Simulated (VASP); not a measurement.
Here is a VASP 6.6.1 calculation.

Contents of INCAR:

```
PREC = Accurate ; ENCUT = 520
EDIFF = 1E-7 ; ISMEAR = -1
SIGMA = 0.1 ; LREAL = F
LASPH = T ; NELM = 60
ALGO = Normal ; ISIF = 2
LWAVE = F ; LCHARG = F
GGA = PS ; IVDW = 12
NBANDS = 22
```

Contents of KPOINTS:

```
regular mesh
0
Gamma
  6 6 6
```

POSCAR

```
ScAl
1.0
    2.1040976941     -5.1063043346      0.0000000000
    2.1040976941      5.1063043346      0.0000000000
    0.0000000000      0.0000000000      3.6679164596
Sc Al
2 2
Direct
    0.8646810000      0.1353190000      0.2500000000
    0.1353190000      0.8646810000      0.7500000000
    0.5845050000      0.4154950000      0.2500000000
    0.4154950000      0.5845050000      0.7500000000
```

Potentials or basis: VASP PAW PBE potentials, release 64 (Sc_sv, Al).

Run with:

```sh
$ cat potpaw_PBE.64/Sc_sv/POTCAR potpaw_PBE.64/Al/POTCAR > POTCAR
$ mpirun -np 1 vasp_std > vasp.out
```

Task: What does it give for the pressure?

Result: 1.6 GPa.

Task: What does it give for the largest force?

Result: 0.291 eV/Å.

Forces on the atoms (eV/Å):
```
Sc   0.000  0.142  0.000
Sc   0.000 -0.142  0.000
Al   0.000 -0.291  0.000
Al   0.000  0.291  0.000
```

Caveat: three body term missing; the PAW data sets were made with another functional, which shifts forces and pressure a little.
